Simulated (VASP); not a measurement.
Input of a VASP 6.6.1 run:

Contents of INCAR:

```
SYSTEM = Mg2ZnO3
  ALGO = Normal
  EDIFF = 1E-6
  ENCUT = 520
  ISIF = 2
  ISMEAR = 0
  LASPH = .TRUE.
  LCHARG = .FALSE.
  LREAL = .FALSE.
  LWAVE = .FALSE.
  NBANDS = 26
  NELECT = 34.1
  NELM = 80
  PREC = Accurate
  SIGMA = 0.05
```

The input KPOINTS:

```
k-points
0
G
  9 9 4
  0 0 0
```

POSCAR

```
Mg2ZnO3
1.0
    3.0329985910      0.0000000000      0.0000000000
   -1.5164992955      2.6266538294      0.0000000000
    0.0000000000      0.0000000000      7.4033160000
Mg Zn O
2 1 3
Direct
    0.3333333300      0.6666666700      0.6658000000
    0.6666666700      0.3333333300      0.3342000000
    0.0000000000      0.0000000000      0.0000000000
    0.3333333300      0.6666666700      0.1726190000
    0.6666666700      0.3333333300      0.8273810000
    0.0000000000      0.0000000000      0.5000000000
```

Potentials or basis: VASP PAW LDA potentials, release 64 (Mg, Zn, O).

Command:

```bash
$ cat potpaw_LDA.64/Mg/POTCAR potpaw_LDA.64/Zn/POTCAR potpaw_LDA.64/O/POTCAR > POTCAR
$ mpirun -np 1 vasp_std > vasp.out
```

(1) Estimate the largest force.

Answers

(1) 0.137 eV/Å.

Caveat: the cell carries a net charge on a neutralising background, which shifts energy and pressure.
